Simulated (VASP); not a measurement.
# GaSb (I-4m2) in VASP: a series of runs

Runs on GaSb. Level: r2SCAN. Tasks: single point.

Program: VASP 6.6.1. These are calculated values, not measurements. Logs are shortened: lines on timing, memory, paths and dates and some standing lists are left out, and cuts for length are marked.

## Step 1: The cell of the first run

The structure is tetragonal, space group I-4m2 (No. 119). Conventional cell: a = 4.423 Å, b = 4.423 Å, c = 6.025 Å, α = 90.00°, β = 90.00°, γ = 90.00°. Ga (site symmetry -4m2) has 4 Sb at 2.68 Å within 3.5 Å. Sb (site symmetry -4m2) has 4 Ga at 2.68 Å within 3.5 Å.

## Step 2: Single point, r2SCAN (in-plane strain +0.02, then relaxed in part)

The input, POSCAR:

```
GaSb
1.0
    3.1276105481      3.1276105481      0.0000000000
   -3.1276105481      3.1276105481      0.0000000000
    0.0000000000      3.1276105481      3.0126712295
Ga Sb
1 1
Direct
    0.0000000000      0.0000000000      0.0000000000
    0.7500000000      0.2500000000      0.5000000000
```

The input, INCAR.step1:

```
SYSTEM = GaSb
PREC = Accurate
ENCUT = 520
ISMEAR = 0
SIGMA = 0.01
LREAL = .False.
LASPH = .True.
NELM = 100
NBANDS = 16
GGA = PE
ALGO = Normal
EDIFF = 1E-4
LWAVE = .True.
LCHARG = .False.
```

The input, INCAR.step2:

```
SYSTEM = GaSb
PREC = Accurate
ENCUT = 520
EDIFF = 1E-6
ISMEAR = 0
SIGMA = 0.01
LREAL = .False.
LASPH = .True.
NELM = 100
ALGO = Normal
ISIF = 2
LWAVE = .False.
LCHARG = .False.
METAGGA = R2SCAN
LMIXTAU = .True.
NBANDS = 16
ISTART = 1
```

The input, KPOINTS:

```
Automatic mesh
0
Gamma
  6 6 6
  0 0 0
```

Potentials or basis: VASP PAW PBE potentials, release 64 (Ga_d, Sb).

Started as:

```bash
$ cat potpaw_PBE.64/Ga_d/POTCAR potpaw_PBE.64/Sb/POTCAR > POTCAR
$ cp INCAR.step1 INCAR
$ mpirun -np 1 vasp_std > vasp.out
$ cp INCAR.step2 INCAR
$ mpirun -np 1 vasp_std > vasp.out
```

OUTCAR:

```text
SYSTEM = GaSb
   PREC = Accurate
   ENCUT = 520
   EDIFF = 1E-6
   ISMEAR = 0
   LREAL = .False.
   LASPH = .True.
   NELM = 100
   ISIF = 2
   METAGGA = R2SCAN
   ISTART = 1

 ion  position               nearest neighbor table
   1  0.000  0.000  0.000-   2 2.68   2 2.68   2 2.68   2 2.68
   2  0.750  0.250  0.500-   1 2.68   1 2.68   1 2.68   1 2.68

  LATTYP: Found a body centered tetragonal cell.
 ALAT       =     4.4231092549
 C/A-ratio  =     1.3622413808

  Lattice vectors:

 A1 = (   3.1276105481,   0.0000000000,  -3.0126712295)
 A2 = (  -3.1276105481,   0.0000000000,  -3.0126712295)
 A3 = (   0.0000000000,   3.1276105481,   3.0126712295)

Analysis of symmetry for initial positions (statically):
=====================================================================
 Subroutine PRICEL returns:
 Original cell was already a primitive cell.

 Routine SETGRP: Setting up the symmetry group for a
 body centered tetragonal supercell.

 Subroutine GETGRP returns: Found  8 space group operations
 (whereof  8 operations were pure point group operations)
 out of a pool of 16 trial point group operations.

The static configuration has the point symmetry D_2d.

Analysis of symmetry for dynamics (positions and initial velocities):
=====================================================================
 Subroutine PRICEL returns:
 Original cell was already a primitive cell.

 Routine SETGRP: Setting up the symmetry group for a
 body centered tetragonal supercell.

 Subroutine GETGRP returns: Found  8 space group operations
 (whereof  8 operations were pure point group operations)
 out of a pool of 16 trial point group operations.

The dynamic configuration has the point symmetry D_2d.

 Subroutine INISYM returns: Found  8 space group operations
 (whereof  8 operations are pure point group operations),
 and found     1 'primitive' translations

----------------------------------------------------------------------------------------

                                     Primitive cell

  volume of cell :      58.9396

  direct lattice vectors                    reciprocal lattice vectors
     3.127610548  3.127610548  0.000000000     0.159866452  0.159866452 -0.165965670
    -3.127610548  3.127610548  0.000000000    -0.159866452  0.159866452 -0.165965670
     0.000000000  3.127610548  3.012671229     0.000000000  0.000000000  0.331931341

  length of vectors
     4.423109255  4.423109255  4.342595500     0.280462419  0.280462419  0.331931341

  position of ions in fractional coordinates (direct lattice)
     0.000000000  0.000000000  0.000000000
     0.750000000  0.250000000  0.500000000

  ion indices of the primitive-cell ions
   primitive index   ion index
                 1           1
                 2           2

----------------------------------------------------------------------------------------

 KPOINTS: Automatic mesh

Automatic generation of k-mesh.
 Grid dimensions read from file:
 generate k-points for:    6    6    6

 Generating k-lattice:

  Cartesian coordinates                     Fractional coordinates (reciprocal lattice)
     0.026644409  0.026644409 -0.027660945     0.166666667  0.000000000  0.000000000
    -0.026644409  0.026644409 -0.027660945     0.000000000  0.166666667  0.000000000
     0.000000000  0.000000000  0.055321890     0.000000000  0.000000000  0.166666667

  Length of vectors
     0.046743736  0.046743736  0.055321890

  Shift w.r.t. Gamma in fractional coordinates (k-lattice)
     0.000000000  0.000000000  0.000000000

 Subroutine IBZKPT returns following result:
 ===========================================

 Found     30 irreducible k-points:

 Following reciprocal coordinates:
            Coordinates               Weight
  0.000000  0.000000  0.000000      1.000000
  0.166667  0.000000  0.000000      8.000000
  0.333333  0.000000  0.000000      8.000000
  0.500000  0.000000 -0.000000      4.000000
  0.166667  0.166667  0.000000      8.000000
  0.333333  0.166667  0.000000     16.000000
[... 16 lines left out ...]
 -0.333333 -0.333333  0.166667      4.000000
 -0.166667 -0.333333  0.166667     16.000000
 [... further k-points ...]
   k-points           NKPTS =     30   k-points in BZ     NKDIM =     30   number of bands    NBANDS=     16
   number of dos      NEDOS =    301   number of ions     NIONS =      2
   total plane-waves  NPLWV =  41472
   dimension x,y,z NGX =    36 NGY =   36 NGZ =   32
   dimension x,y,z NGXF=    72 NGYF=   72 NGZF=   64
   ions per type =               1   1
   NGX,Y,Z   is equivalent  to a cutoff of  13.53, 13.53, 12.25 a.u.
   NGXF,Y,Z  is equivalent  to a cutoff of  27.06, 27.06, 24.50 a.u.
 SYSTEM =  GaSb
   PREC   = accura    normal or accurate (medium, high low for compatibility)
   ISTART =      1    job   : 0-new  1-cont  2-samecut
   ICHARG =      0    charge: 1-file 2-atom 10-const
   ISPIN  =      1    spin polarized calculation?
   LNONCOLLINEAR =      F non collinear calculations
   LSORBIT =      F    spin-orbit coupling
   LASPH  =      T    aspherical Exc in radial PAW
   ENCUT  =  520.0 eV  38.22 Ry    6.18 a.u.   8.22  8.22  8.07*2*pi/ulx,y,z
   NELM   =    100;   NELMIN=  2; NELMDL=  0     # of ELM steps
   EDIFF  = 0.1E-05   stopping-criterion for ELM
   LREAL  =      F    real-space projection
   EDIFFG = 0.1E-04   stopping-criterion for IOM
   NSW    =      0    number of steps for IOM
   IBRION =     -1    ionic relax: 0-MD 1-quasi-New 2-CG
   NFREE  =      0    steps in history (QN), initial steepest desc. (CG)
   ISIF   =      2    stress and relaxation
   ISYM   =      2    0-nonsym 1-usesym 2-fastsym
   POTIM  = 0.5000    time-step for ionic-motion
   TEBEG  =    0.0;   TEEND  =   0.0 temperature during run
   PSTRESS=    0.0 pullay stress
   NELECT =      18.0000    total number of electrons
   NUPDOWN=      -1.0000    fix difference up-down
   EMIN   =  10.00;   EMAX   =-10.00  energy-range for DOS
   EFERMI =   0.00;   METHOD = LEGACY
   ISMEAR =     0;   SIGMA  =   0.01  broadening in eV -4-tet -1-fermi 0-gaus
   EFERMI_NEDOS =   21; number of points for ismear=-14 and -15
   IALGO  =     38    algorithm
   IMIX   =      4    mixing-type and parameters
     AMIX     =   0.40;   BMIX     =  1.00
     AMIX_MAG =   1.60;   BMIX_MAG =  1.00
  volume/ion in A,a.u.               =      29.47       198.87
  Fermi-wavevector in a.u.,A,eV,Ry     =   1.102461  2.083350 16.536802  1.215421
  Thomas-Fermi vector in A             =   2.238904
   LORBIT       =      0    0 simple, 1 ext, 2 COOP (PROOUT), +10 PAW based schemes
   METAGGA = R2SCAN    functional components
   LHFCALC =     F    Hartree Fock is set to
   AEXX    =    0.0000 exact exchange contribution
   IVDW    =     0    specifies the selected vdW correction
   LEPSILON=     F    determine dielectric tensor
   LRPA    =     F    only Hartree local field effects (RPA)
 non-spin polarized calculation
 Gauss-broadening in eV      SIGMA  =   0.01
  energy-cutoff  :      520.00
  volume of cell :       58.94
 maximum number of plane-waves:      1612
 NGX is ok and might be reduce to    36
   NGX = 17   NGY = 17   NGZ = 17

 number of electron      18.0000000 magnetization

 Free energy of the ion-electron system (eV)
  ---------------------------------------------------
  ext. energy  EPLUGINS =         0.00000000
  ---------------------------------------------------
  free energy    TOTEN  =       -37.56677716 eV

  energy without entropy =      -37.56677716  energy(sigma->0) =      -37.56677716

 E-fermi :   4.5752     XC(G=0):  -9.5846

 val. band max:        4.5354376081   @ k =   0.0000   0.0000   0.0000
 cond. band min:       4.6141544658   @ k =   0.0000   0.0000   0.0000
 fundamental gap:      0.0787168576
 Fermi energy:         4.5752113043

 k-point     1 :       0.0000    0.0000    0.0000
  band No.  band energies     occupation
      1     -11.0610      2.00000
      2     -11.0610      2.00000
      3     -11.0559      2.00000
      4     -11.0102      2.00000
      5     -11.0046      2.00000
      6      -7.3265      2.00000
[... 8 lines left out ...]
     15      13.0571      0.00000
     16      13.6173      0.00000

 k-point     2 :       0.1667    0.0000    0.0000
  band No.  band energies     occupation
      1     -11.0663      2.00000
      2     -11.0580      2.00000
      3     -11.0543      2.00000
      4     -11.0106      2.00000
      5     -11.0046      2.00000
      6      -7.0392      2.00000
[... 8 lines left out ...]
     15      12.2534      0.00000
     16      12.5788      0.00000

 k-point     3 :       0.3333    0.0000    0.0000
  band No.  band energies     occupation
      1     -11.0792      2.00000
      2     -11.0526      2.00000
      3     -11.0494      2.00000
      4     -11.0108      2.00000
      5     -11.0042      2.00000
      6      -6.2757      2.00000
[... 8 lines left out ...]
     15      12.9545      0.00000
     16      12.9673      0.00000

 k-point     4 :       0.5000    0.0000   -0.0000
  band No.  band energies     occupation
      1     -11.0855      2.00000
      2     -11.0502      2.00000
      3     -11.0471      2.00000
      4     -11.0105      2.00000
      5     -11.0035      2.00000
      6      -5.6800      2.00000
[... 8 lines left out ...]
     15      14.6689      0.00000
     16      14.9518      0.00000
[... 324 lines left out ...]
 k-point    22 :      -0.1667    0.5000    0.1667
  band No.  band energies     occupation
      1     -11.0905      2.00000
      2     -11.0450      2.00000
      3     -11.0417      2.00000
      4     -11.0127      2.00000
      5     -11.0053      2.00000
      6      -5.6415      2.00000
[... 8 lines left out ...]
     15      13.5764      0.00000
     16      15.7602      0.00000

 k-point    23 :      -0.3333   -0.3333    0.1667
  band No.  band energies     occupation
      1     -11.0980      2.00000
      2     -11.0404      2.00000
      3     -11.0363      2.00000
      4     -11.0151      2.00000
      5     -11.0049      2.00000
      6      -4.8194      2.00000
[... 8 lines left out ...]
     15      15.0484      0.00000
     16      16.5340      0.00000

 k-point    24 :      -0.1667   -0.3333    0.1667
  band No.  band energies     occupation
      1     -11.0934      2.00000
      2     -11.0442      2.00000
      3     -11.0400      2.00000
      4     -11.0146      2.00000
      5     -11.0040      2.00000
      6      -5.0781      2.00000
[... 8 lines left out ...]
     15      15.4410      0.00000
     16      15.7457      0.00000

 [... further k-points ...]

------------------------ aborting loop because EDIFF is reached ----------------------------------------

  FORCE on cell =-STRESS in cart. coord.  units (eV):
  Direction    XX          YY          ZZ          XY          YZ          ZX
  --------------------------------------------------------------------------------------
  -------------------------------------------------------------------------------------
  Total       -0.6131498     -0.6131498      0.0208323      0.0000000      0.0000000      0.0000000
  in kB      -16.6674867    -16.6674867      0.5662931      0.0000000      0.0000000      0.0000000
  external PRESSURE =     -10.9228934 kB  Pullay stress =       0.0000000 kB

 VOLUME and BASIS-vectors are now :
 -----------------------------------------------------------------------------
  energy-cutoff  :      520.00
  volume of cell :       58.94
      direct lattice vectors                 reciprocal lattice vectors
     3.127610548  3.127610548  0.000000000     0.159866452  0.159866452 -0.165965670
    -3.127610548  3.127610548  0.000000000    -0.159866452  0.159866452 -0.165965670
     0.000000000  3.127610548  3.012671229     0.000000000  0.000000000  0.331931341

 POSITION                                       TOTAL-FORCE (eV/Angst)
 -----------------------------------------------------------------------------------
      0.00000      0.00000      0.00000         0.000000     -0.000000      0.000000
      1.56381      4.69142      1.50634        -0.000000      0.000000      0.000000
 -----------------------------------------------------------------------------------
    total drift:                                0.000131      0.000000      0.000000

  FREE ENERGIE OF THE ION-ELECTRON SYSTEM (eV)
  ---------------------------------------------------
  free  energy   TOTEN  =       -37.5667771634 eV

  energy  without entropy=      -37.5667771634  energy(sigma->0) =      -37.56677716
```

Run time: 58 s. Hardware: 1 thread of AMD EPYC 9R45 (Zen 5), shared host; peak memory 0.19 GiB.

Results:

| Property | Result |
| --- | --- |
| Free energy | -37.5668 eV |
| Pressure | -1.1 GPa |
| Band gap on the k mesh | 0.08 eV, direct |

Levels at points of the mesh, in eV from the valence-band top:
| k point | band 5 | band 6 | band 7 | band 8 | band 9 | band 10 | band 11 | band 12 | band 13 | band 14 |
| --- | --- | --- | --- | --- | --- | --- | --- | --- | --- | --- |
| (0.00, 0.00, 0.00) | -15.54 | -11.86 | -0.21 | -0.21 | 0.00 | 0.08 | 2.77 | 2.90 | 2.90 | 6.17 |
| (0.50, 0.00, 0.00) | -15.54 | -10.22 | -6.57 | -1.44 | -1.17 | 0.46 | 3.78 | 3.99 | 6.80 | 9.56 |
| (0.50, 0.50, 0.00) | -15.54 | -9.42 | -7.11 | -2.67 | -2.64 | 1.11 | 1.47 | 8.84 | 8.84 | 10.26 |
| (0.00, 0.00, 0.50) | -15.53 | -9.28 | -6.94 | -2.88 | -2.88 | 0.81 | 1.23 | 8.94 | 8.94 | 10.45 |

Caveat: the cell differs from its parent crystal (in-plane strain +0.02, then relaxed in part); the PAW data sets were made with another functional, which shifts forces and pressure a little; spin-orbit coupling is left out, which moves the levels of the heavy elements. A k mesh can miss the band edges.

## Step 3: Single point, r2SCAN (film at in-plane strain +0.02)

POSCAR is that of step 2.

The input, INCAR.step1:

```
  PREC = Accurate
  ENCUT = 520
  ISMEAR = 0
  SIGMA = 0.01
  LREAL = F
  LASPH = T
  NELM = 100
  NBANDS = 16
  GGA = PE
  ALGO = Normal
  EDIFF = 1E-4
  LWAVE = T
  LCHARG = F
```

The input, INCAR.step2:

```
  PREC = Accurate
  ENCUT = 520
  EDIFF = 1E-7
  ISMEAR = 0
  SIGMA = 0.01
  LREAL = F
  LASPH = T
  NELM = 100
  ALGO = Normal
  ISIF = 2
  LWAVE = F
  LCHARG = F
  METAGGA = R2SCAN
  LMIXTAU = T
  NBANDS = 16
  ISTART = 1
```

The input, KPOINTS:

```
Automatic mesh
0
Gamma
  6 6 6
```

Potentials or basis: VASP PAW PBE potentials, release 64 (Ga_d, Sb).

Started as:

```bash
$ cat potpaw_PBE.64/Ga_d/POTCAR potpaw_PBE.64/Sb/POTCAR > POTCAR
$ cp INCAR.step1 INCAR
$ mpirun -np 1 vasp_std > vasp.out
$ cp INCAR.step2 INCAR
$ mpirun -np 1 vasp_std > vasp.out
```

Run time: 77 s. Hardware: 1 thread of AMD EPYC 9R45 (Zen 5), shared host; peak memory 0.19 GiB.

The run converged. Its results:

```
Free energy            : -37.5668 eV
Pressure               : -1.1 GPa
Band gap on the k mesh : 0.08 eV, direct
```

Stress tensor (GPa, compression positive):
```
-1.66  0.00  0.00
 0.00 -1.66  0.00
 0.00  0.00  0.07
```

Levels at points of the mesh, in eV from the valence-band top:
```csv
k point,band 5,band 6,band 7,band 8,band 9,band 10,band 11,band 12,band 13,band 14
"(0.00, 0.00, 0.00)",-15.54,-11.86,-0.21,-0.21,0.00,0.08,2.77,2.90,2.90,6.17
"(0.50, 0.00, 0.00)",-15.54,-10.22,-6.57,-1.44,-1.17,0.46,3.78,3.99,6.80,9.56
"(0.50, 0.50, 0.00)",-15.54,-9.42,-7.11,-2.67,-2.64,1.11,1.47,8.84,8.84,10.26
"(0.00, 0.00, 0.50)",-15.54,-9.28,-6.94,-2.88,-2.88,0.81,1.23,8.94,8.94,10.45
```

Caveat: the cell differs from its parent crystal (film at in-plane strain +0.02); the PAW data sets were made with another functional, which shifts forces and pressure a little; spin-orbit coupling is left out, which moves the levels of the heavy elements. A k mesh can miss the band edges.

## Step 4: Single point, r2SCAN (in-plane strain +0.02)

POSCAR: that of step 3 with these lines changed.

```diff
@@ -4,3 +4,3 @@
    -3.1276105481      3.1276105481      0.0000000000
-    0.0000000000      3.1276105481      3.0126712295
+    0.0000000000      3.1276105481      3.0294894329
 Ga Sb
```

The input, INCAR.step1:

```
SYSTEM = GaSb
PREC = Accurate
ENCUT = 520
ISMEAR = 0
SIGMA = 0.01
LREAL = .False.
LASPH = .True.
NELM = 80
NBANDS = 16
GGA = PE
ALGO = Normal
EDIFF = 1E-4
LWAVE = .True.
LCHARG = .False.
```

The input, INCAR.step2:

```
SYSTEM = GaSb
PREC = Accurate
ENCUT = 520
EDIFF = 1E-7
ISMEAR = 0
SIGMA = 0.01
LREAL = .False.
LASPH = .True.
NELM = 80
ALGO = Normal
ISIF = 2
LWAVE = .False.
LCHARG = .False.
METAGGA = R2SCAN
LMIXTAU = .True.
NBANDS = 16
ISTART = 1
```

The input, KPOINTS:

```
regular mesh
0
Gamma
  6 6 6
  0 0 0
```

Started as:

```bash
$ cat potpaw_PBE.64/Ga_d/POTCAR potpaw_PBE.64/Sb/POTCAR > POTCAR
$ cp INCAR.step1 INCAR
$ mpirun -np 1 vasp_std > vasp.out
$ cp INCAR.step2 INCAR
$ mpirun -np 1 vasp_std > vasp.out
```

Run time: 76 s. Hardware: 1 thread of AMD EPYC 9R45 (Zen 5), shared host; peak memory 0.19 GiB.

Results (log left out):

| Item | Value |
| --- | --- |
| Free energy | -37.5664 eV |
| Pressure | -1.3 GPa |
| Band gap on the k mesh | 0.06 eV, direct |

Stress tensor (GPa, compression positive):
```
-1.84  0.00  0.00
 0.00 -1.84  0.00
 0.00  0.00 -0.36
```

Levels at points of the mesh, in eV from the valence-band top:
| k point | band 6 | band 7 | band 8 | band 9 | band 10 | band 11 | band 12 | band 13 |
| --- | --- | --- | --- | --- | --- | --- | --- | --- |
| (0.00, 0.00, 0.00) | -11.80 | -0.18 | -0.18 | 0.00 | 0.06 | 2.80 | 2.91 | 2.91 |
| (0.50, 0.00, 0.00) | -10.17 | -6.53 | -1.39 | -1.16 | 0.47 | 3.81 | 3.99 | 6.82 |
| (0.50, 0.50, 0.00) | -9.37 | -7.06 | -2.64 | -2.61 | 1.12 | 1.49 | 8.84 | 8.85 |
| (0.00, 0.00, 0.50) | -9.26 | -6.91 | -2.82 | -2.82 | 0.86 | 1.29 | 8.92 | 8.92 |

Caveat: the cell differs from its parent crystal (in-plane strain +0.02); the PAW data sets were made with another functional, which shifts forces and pressure a little; spin-orbit coupling is left out, which moves the levels of the heavy elements. A k mesh can miss the band edges.
